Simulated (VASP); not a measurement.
# SiNi3 (P4/mmm) in VASP: notebook

The runs below take SiNi3 through single point, with PBEsol.

All numbers are computed with VASP 6.6.1; they aren't measurements. Logs are shortened: lines on timing, memory, paths and dates and some standing lists are left out, and cuts for length are marked.

## (1) The cell of the first run

The structure is tetragonal, space group P4/mmm (No. 123). Conventional cell: a = 3.305 Å, b = 3.305 Å, c = 3.555 Å, α = 90.00°, β = 90.00°, γ = 90.00°. Within 3.1 Å of Si (site symmetry 4/mmm) lie 12 Ni at 2.34 to 2.43 Å. Within 3.1 Å of Ni (site symmetry mmm) lie 8 Ni at 2.34 to 2.43 Å and 4 Si at 2.43 Å. Within 3.1 Å of Ni (site symmetry 4/mmm) lie 4 Si at 2.34 Å and 8 Ni at 2.43 Å.

## (2) Single point, PBEsol (biaxial strain in the a-b plane: -4.5 %)

INCAR

```
PREC = Accurate
ENCUT = 520
EDIFF = 1E-7
ISMEAR = 0
SIGMA = 0.1
LREAL = False
LASPH = True
NELM = 100
ALGO = Normal
ISIF = 2
LWAVE = False
LCHARG = False
GGA = PS
NBANDS = 25
```

KPOINTS

```
regular mesh
0
Gamma
  16 16 16
```

POSCAR

```
SiNi3
1.0
    3.3054896899      0.0000000000      0.0000000000
    0.0000000000      3.3054896899      0.0000000000
    0.0000000000      0.0000000000      3.5546993838
Si Ni
1 3
Direct
    0.0000000000      0.0000000000      0.0000000000
    0.0000000000      0.5000000000      0.5000000000
    0.5000000000      0.0000000000      0.5000000000
    0.5000000000      0.5000000000      0.0000000000
```

Potentials or basis: VASP PAW PBE potentials, release 64 (Si, Ni).

Run with:

```bash
> cat potpaw_PBE.64/Si/POTCAR potpaw_PBE.64/Ni/POTCAR > POTCAR
> mpirun -np 1 vasp_std > vasp.out
```

OUTCAR:

```text
PREC = Accurate
   ENCUT = 520
   EDIFF = 1E-7
   ISMEAR = 0
   LREAL = False
   LASPH = True
   NELM = 100
   ISIF = 2
   GGA = PS

 ion  position               nearest neighbor table
   1  0.000  0.000  0.000-   4 2.34   4 2.34   4 2.34   4 2.34   3 2.43   2 2.43   3 2.43   2 2.43
                             3 2.43   2 2.43   3 2.43   2 2.43
   2  0.000  0.500  0.500-   3 2.34   3 2.34   3 2.34   3 2.34   4 2.43   1 2.43   1 2.43   1 2.43
                             4 2.43   4 2.43   4 2.43   1 2.43
   3  0.500  0.000  0.500-   2 2.34   2 2.34   2 2.34   2 2.34   4 2.43   1 2.43   4 2.43   4 2.43
                             1 2.43   4 2.43   1 2.43   1 2.43
   4  0.500  0.500  0.000-   1 2.34   1 2.34   1 2.34   1 2.34   3 2.43   2 2.43   3 2.43   3 2.43
                             3 2.43   2 2.43   2 2.43   2 2.43

  LATTYP: Found a simple tetragonal cell.
 ALAT       =     3.3054896899
 C/A-ratio  =     1.0753926702

  Lattice vectors:

 A1 = (   3.3054896899,   0.0000000000,   0.0000000000)
 A2 = (   0.0000000000,   3.3054896899,   0.0000000000)
 A3 = (   0.0000000000,   0.0000000000,   3.5546993838)

Analysis of symmetry for initial positions (statically):
=====================================================================
 Subroutine PRICEL returns:
 Original cell was already a primitive cell.

 Routine SETGRP: Setting up the symmetry group for a
 simple tetragonal supercell.

 Subroutine GETGRP returns: Found 16 space group operations
 (whereof 16 operations were pure point group operations)
 out of a pool of 16 trial point group operations.

The static configuration has the point symmetry D_4h.

Analysis of symmetry for dynamics (positions and initial velocities):
=====================================================================
 Subroutine PRICEL returns:
 Original cell was already a primitive cell.

 Routine SETGRP: Setting up the symmetry group for a
 simple tetragonal supercell.

 Subroutine GETGRP returns: Found 16 space group operations
 (whereof 16 operations were pure point group operations)
 out of a pool of 16 trial point group operations.

The dynamic configuration has the point symmetry D_4h.

 Subroutine INISYM returns: Found 16 space group operations
 (whereof 16 operations are pure point group operations),
 and found     1 'primitive' translations

----------------------------------------------------------------------------------------

                                     Primitive cell

  volume of cell :      38.8396

  direct lattice vectors                    reciprocal lattice vectors
     3.305489690  0.000000000  0.000000000     0.302527036  0.000000000  0.000000000
     0.000000000  3.305489690  0.000000000     0.000000000  0.302527036  0.000000000
     0.000000000  0.000000000  3.554699384     0.000000000  0.000000000  0.281317741

  length of vectors
     3.305489690  3.305489690  3.554699384     0.302527036  0.302527036  0.281317741

  position of ions in fractional coordinates (direct lattice)
     0.000000000  0.000000000  0.000000000
     0.000000000  0.500000000  0.500000000
     0.500000000  0.000000000  0.500000000
     0.500000000  0.500000000  0.000000000

  ion indices of the primitive-cell ions
   primitive index   ion index
                 1           1
                 2           2
                 3           3
                 4           4

----------------------------------------------------------------------------------------

 KPOINTS: regular mesh

Automatic generation of k-mesh.
 Grid dimensions read from file:
 generate k-points for:   16   16   16

 Generating k-lattice:

  Cartesian coordinates                     Fractional coordinates (reciprocal lattice)
     0.018907940  0.000000000  0.000000000     0.062500000  0.000000000  0.000000000
     0.000000000  0.018907940  0.000000000     0.000000000  0.062500000  0.000000000
     0.000000000  0.000000000  0.017582359     0.000000000  0.000000000  0.062500000

  Length of vectors
     0.018907940  0.018907940  0.017582359

  Shift w.r.t. Gamma in fractional coordinates (k-lattice)
     0.000000000  0.000000000  0.000000000

 Subroutine IBZKPT returns following result:
 ===========================================

 Found    405 irreducible k-points:

 Following reciprocal coordinates:
            Coordinates               Weight
  0.000000  0.000000  0.000000      1.000000
  0.062500  0.000000  0.000000      4.000000
  0.125000  0.000000  0.000000      4.000000
  0.187500  0.000000  0.000000      4.000000
  0.250000  0.000000  0.000000      4.000000
  0.312500  0.000000  0.000000      4.000000
[... 16 lines left out ...]
  0.437500  0.125000  0.000000      8.000000
  0.500000  0.125000  0.000000      4.000000
 [... further k-points ...]
   k-points           NKPTS =    405   k-points in BZ     NKDIM =    405   number of bands    NBANDS=     25
   number of dos      NEDOS =    301   number of ions     NIONS =      4
   total plane-waves  NPLWV =  21952
   dimension x,y,z NGX =    28 NGY =   28 NGZ =   28
   dimension x,y,z NGXF=    56 NGYF=   56 NGZF=   56
   ions per type =               1   3
   NGX,Y,Z   is equivalent  to a cutoff of  14.08, 14.08, 13.10 a.u.
   NGXF,Y,Z  is equivalent  to a cutoff of  28.16, 28.16, 26.19 a.u.
 SYSTEM =  unknown system
   PREC   = accura    normal or accurate (medium, high low for compatibility)
   ISTART =      0    job   : 0-new  1-cont  2-samecut
   ICHARG =      2    charge: 1-file 2-atom 10-const
   ISPIN  =      1    spin polarized calculation?
   LNONCOLLINEAR =      F non collinear calculations
   LSORBIT =      F    spin-orbit coupling
   LASPH  =      T    aspherical Exc in radial PAW
   ENCUT  =  520.0 eV  38.22 Ry    6.18 a.u.   6.15  6.15  6.61*2*pi/ulx,y,z
   NELM   =    100;   NELMIN=  2; NELMDL= -5     # of ELM steps
   EDIFF  = 0.1E-06   stopping-criterion for ELM
   LREAL  =      F    real-space projection
   EDIFFG = 0.1E-05   stopping-criterion for IOM
   NSW    =      0    number of steps for IOM
   IBRION =     -1    ionic relax: 0-MD 1-quasi-New 2-CG
   NFREE  =      0    steps in history (QN), initial steepest desc. (CG)
   ISIF   =      2    stress and relaxation
   ISYM   =      2    0-nonsym 1-usesym 2-fastsym
   POTIM  = 0.5000    time-step for ionic-motion
   TEBEG  =    0.0;   TEEND  =   0.0 temperature during run
   PSTRESS=    0.0 pullay stress
   NELECT =      34.0000    total number of electrons
   NUPDOWN=      -1.0000    fix difference up-down
   EMIN   =  10.00;   EMAX   =-10.00  energy-range for DOS
   EFERMI =   0.00;   METHOD = LEGACY
   ISMEAR =     0;   SIGMA  =   0.10  broadening in eV -4-tet -1-fermi 0-gaus
   EFERMI_NEDOS =   21; number of points for ismear=-14 and -15
   IALGO  =     38    algorithm
   IMIX   =      4    mixing-type and parameters
     AMIX     =   0.40;   BMIX     =  1.00
     AMIX_MAG =   1.60;   BMIX_MAG =  1.00
  volume/ion in A,a.u.               =       9.71        65.53
  Fermi-wavevector in a.u.,A,eV,Ry     =   1.566064  2.959433 33.369077  2.452558
  Thomas-Fermi vector in A             =   2.668448
   LORBIT       =      0    0 simple, 1 ext, 2 COOP (PROOUT), +10 PAW based schemes
   GGA     = PS    functional components
   LHFCALC =     F    Hartree Fock is set to
   AEXX    =    0.0000 exact exchange contribution
   IVDW    =     0    specifies the selected vdW correction
   LEPSILON=     F    determine dielectric tensor
   LRPA    =     F    only Hartree local field effects (RPA)
 non-spin polarized calculation
 Gauss-broadening in eV      SIGMA  =   0.10
  energy-cutoff  :      520.00
  volume of cell :       38.84
 maximum number of plane-waves:      1076
 NGX is ok and might be reduce to    28
   NGX = 13   NGY = 13   NGZ = 13

 number of electron      33.9999992 magnetization

 Free energy of the ion-electron system (eV)
  ---------------------------------------------------
  ext. energy  EPLUGINS =         0.00000000
  ---------------------------------------------------
  free energy    TOTEN  =       -26.05977307 eV

  energy without entropy =      -26.05339303  energy(sigma->0) =      -26.05658305

 E-fermi :  12.1676     XC(G=0): -13.8244

 val. band max:       12.1656979913   @ k =   0.1250   0.0625   0.2500
 cond. band min:      12.1756726943   @ k =   0.1250   0.0625   0.3125
 fundamental gap:      0.0099747030
 Fermi energy:        12.1675988737

 k-point     1 :       0.0000    0.0000    0.0000
  band No.  band energies     occupation
      1      -0.6489      2.00000
      2       6.5367      2.00000
      3       7.3678      2.00000
      4       7.4526      2.00000
      5       8.0099      2.00000
      6       8.0099      2.00000
[... 17 lines left out ...]
     24      23.6065      0.00000
     25      23.6065      0.00000

 k-point     2 :       0.0625    0.0000    0.0000
  band No.  band energies     occupation
      1      -0.5959      2.00000
      2       6.5616      2.00000
      3       7.3554      2.00000
      4       7.4454      2.00000
      5       7.9940      2.00000
      6       8.0270      2.00000
[... 17 lines left out ...]
     24      23.4508      0.00000
     25      23.5891      0.00000

 k-point     3 :       0.1250    0.0000    0.0000
  band No.  band energies     occupation
      1      -0.4377      2.00000
      2       6.6163      2.00000
      3       7.1940      2.00000
      4       7.5473      2.00000
      5       7.9469      2.00000
      6       8.0656      2.00000
[... 17 lines left out ...]
     24      23.0817      0.00000
     25      23.3810      0.00000

 k-point     4 :       0.1875    0.0000    0.0000
  band No.  band energies     occupation
      1      -0.1777      2.00000
      2       6.5365      2.00000
      3       7.0296      2.00000
      4       7.7312      2.00000
      5       7.8718      2.00000
      6       8.0653      2.00000
[... 17 lines left out ...]
     24      22.6992      0.00000
     25      22.8469      0.00000

 k-point     5 :       0.2500    0.0000    0.0000
  band No.  band energies     occupation
      1       0.1777      2.00000
      2       6.0616      2.00000
      3       7.1194      2.00000
      4       7.7787      2.00000
      5       7.9729      2.00000
      6       8.0512      2.00000
[... 17 lines left out ...]
     24      21.7089      0.00000
     25      23.4870      0.00000

 k-point     6 :       0.3125    0.0000    0.0000
  band No.  band energies     occupation
      1       0.6162      2.00000
      2       5.3866      2.00000
      3       7.3043      2.00000
      4       7.6835      2.00000
      5       8.0210      2.00000
      6       8.2497      2.00000
[... 17 lines left out ...]
     24      20.7419      0.00000
     25      24.5989      0.00000
[... 393 lines left out ...]
 k-point    21 :       0.3125    0.1250    0.0000
  band No.  band energies     occupation
      1       0.8088      2.00000
      2       5.5291      2.00000
      3       7.3198      2.00000
      4       7.6409      2.00000
      5       7.7827      2.00000
      6       8.3167      2.00000
[... 17 lines left out ...]
     24      21.5528      0.00000
     25      23.9708      0.00000

 k-point    22 :       0.3750    0.1250    0.0000
  band No.  band energies     occupation
      1       1.2939      2.00000
      2       4.8257      2.00000
      3       7.4958      2.00000
      4       7.5737      2.00000
      5       7.7962      2.00000
      6       8.5608      2.00000
[... 17 lines left out ...]
     24      21.1602      0.00000
     25      24.3009      0.00000

 k-point    23 :       0.4375    0.1250    0.0000
  band No.  band energies     occupation
      1       1.7589      2.00000
      2       4.2100      2.00000
      3       7.5287      2.00000
      4       7.6241      2.00000
      5       7.7923      2.00000
      6       8.6119      2.00000
[... 17 lines left out ...]
     24      20.8555      0.00000
     25      24.5471      0.00000

 k-point    24 :       0.5000    0.1250    0.0000
  band No.  band energies     occupation
      1       1.9881      2.00000
      2       3.9276      2.00000
      3       7.5129      2.00000
      4       7.6706      2.00000
      5       7.7903      2.00000
      6       8.6285      2.00000
[... 17 lines left out ...]
     24      20.6720      0.00000
     25      24.6390      0.00000

 [... further k-points ...]

------------------------ aborting loop because EDIFF is reached ----------------------------------------

  FORCE on cell =-STRESS in cart. coord.  units (eV):
  Direction    XX          YY          ZZ          XY          YZ          ZX
  --------------------------------------------------------------------------------------
  -------------------------------------------------------------------------------------
  Total        5.9899316      5.9899316      1.8029252      0.0000000     -0.0000000      0.0000000
  in kB      247.0915829    247.0915829     74.3727434      0.0000000     -0.0000000      0.0000000
  external PRESSURE =     189.5186364 kB  Pullay stress =       0.0000000 kB

 VOLUME and BASIS-vectors are now :
 -----------------------------------------------------------------------------
  energy-cutoff  :      520.00
  volume of cell :       38.84
      direct lattice vectors                 reciprocal lattice vectors
     3.305489690  0.000000000  0.000000000     0.302527036  0.000000000  0.000000000
     0.000000000  3.305489690  0.000000000     0.000000000  0.302527036  0.000000000
     0.000000000  0.000000000  3.554699384     0.000000000  0.000000000  0.281317741

 POSITION                                       TOTAL-FORCE (eV/Angst)
 -----------------------------------------------------------------------------------
      0.00000      0.00000      0.00000         0.000000      0.000000      0.000000
      0.00000      1.65274      1.77735         0.000000      0.000000      0.000000
      1.65274      0.00000      1.77735         0.000000      0.000000      0.000000
      1.65274      1.65274      0.00000         0.000000      0.000000      0.000000
 -----------------------------------------------------------------------------------
    total drift:                                0.000000      0.000000      0.000000

  FREE ENERGIE OF THE ION-ELECTRON SYSTEM (eV)
  ---------------------------------------------------
  free  energy   TOTEN  =       -26.0597730715 eV

  energy  without entropy=      -26.0533930283  energy(sigma->0) =      -26.05658305
```

Run time: 8.7 min. Hardware: 1 thread of Intel Xeon Platinum 8259CL at 2.50GHz (Skylake/Cascade Lake), shared host; peak memory 0.42 GiB.

Results:

- Free energy: -26.0598 eV
- Pressure: 19.0 GPa
- Band gap on the k mesh: zero (band 17 reaches 12.45 eV, above the bottom of band 18 at 11.94 eV)

Stress tensor (GPa, compression positive):
```
24.71  0.00  0.00
 0.00 24.71  0.00
 0.00  0.00  7.44
```

Levels at points of the mesh, in eV from the Fermi level:
```csv
k point,band 15,band 16,band 17,band 18,band 19,band 20
"(0.00, 0.00, 0.00)",-0.51,-0.34,-0.10,-0.10,0.28,5.35
"(0.50, 0.00, 0.00)",-1.32,-0.78,-0.10,3.69,4.65,4.72
"(0.50, 0.50, 0.00)",-1.20,-1.11,-0.96,0.91,0.91,5.91
"(0.00, 0.00, 0.50)",-1.33,-0.43,0.28,3.82,3.82,5.85
"(0.50, 0.00, 0.50)",-1.39,-1.21,-1.21,0.66,0.66,6.51
"(0.50, 0.50, 0.50)",-1.21,-0.65,-0.34,-0.20,-0.20,1.72
```

Caveat: the cell differs from its parent crystal (biaxial strain in the a-b plane: -4.5 %); the PAW data sets were made with another functional, which shifts forces and pressure a little. Spin polarisation is off, so any magnetic state and its effect on volume and gap are missing.

## (3) Single point, PBEsol (biaxial strain in the a-b plane: +1.5 %, then relaxed in part)

INCAR

```
  ALGO = Normal
  EDIFF = 1E-6
  ENCUT = 520
  GGA = PS
  ISIF = 2
  ISMEAR = 0
  LASPH = True
  LCHARG = False
  LREAL = False
  LWAVE = False
  NBANDS = 25
  NELM = 100
  PREC = Accurate
  SIGMA = 0.1
```

KPOINTS

```
k-points
0
Gamma
  16 16 16
```

POSCAR

```
SiNi3
1.0
    3.5131644348      0.0000000000      0.0000000000
    0.0000000000      3.5131644348      0.0000000000
    0.0000000000      0.0000000000      3.4066009596
Si Ni
1 3
Direct
    0.0000000000      0.0000000000      0.0000000000
    0.0000000000      0.5000000000      0.5000000000
    0.5000000000      0.0000000000      0.5000000000
    0.5000000000      0.5000000000      0.0000000000
```

Potentials or basis: VASP PAW PBE potentials, release 64 (Si, Ni).

Run with:

```bash
> cat potpaw_PBE.64/Si/POTCAR potpaw_PBE.64/Ni/POTCAR > POTCAR
> mpirun -np 1 vasp_std > vasp.out
```

Wall time 7.5 min (1 thread of Intel Xeon Platinum 8259CL at 2.50GHz (Skylake/Cascade Lake), shared host); peak memory 0.44 GiB.

Results (log left out):

* Free energy: -26.2788 eV
* Pressure: -3.0 GPa
* Band gap on the k mesh: zero (band 17 reaches 10.96 eV, above the bottom of band 18 at 10.65 eV)

Stress tensor (GPa, compression positive):
```
-4.61  0.00  0.00
 0.00 -4.61  0.00
 0.00  0.00  0.09
```

Levels at points of the mesh, in eV from the Fermi level:
| k point | band 13 | band 14 | band 15 | band 16 | band 17 | band 18 | band 19 | band 20 | band 21 | band 22 |
| --- | --- | --- | --- | --- | --- | --- | --- | --- | --- | --- |
| (0.00, 0.00, 0.00) | -0.72 | -0.55 | -0.50 | -0.30 | -0.06 | 0.07 | 0.07 | 5.02 | 6.25 | 6.68 |
| (0.50, 0.00, 0.00) | -1.35 | -1.30 | -1.19 | -0.53 | 0.08 | 3.48 | 3.88 | 5.10 | 5.33 | 5.65 |
| (0.50, 0.50, 0.00) | -1.54 | -1.49 | -1.21 | -1.05 | -1.04 | 0.61 | 0.61 | 5.93 | 6.68 | 8.02 |
| (0.00, 0.00, 0.50) | -1.44 | -1.22 | -1.17 | -0.64 | -0.06 | 3.81 | 3.81 | 5.17 | 5.17 | 5.23 |
| (0.50, 0.00, 0.50) | -1.42 | -1.40 | -1.12 | -1.05 | -0.96 | 0.71 | 0.72 | 5.70 | 6.35 | 7.52 |
| (0.50, 0.50, 0.50) | -1.43 | -1.38 | -1.20 | -0.49 | -0.24 | -0.24 | -0.17 | 1.34 | 4.06 | 4.06 |

Caveat: the cell differs from its parent crystal (biaxial strain in the a-b plane: +1.5 %, then relaxed in part); the PAW data sets were made with another functional, which shifts forces and pressure a little. Spin polarisation is off, so any magnetic state and its effect on volume and gap are missing.

(Part 1 of 2 ends here.)
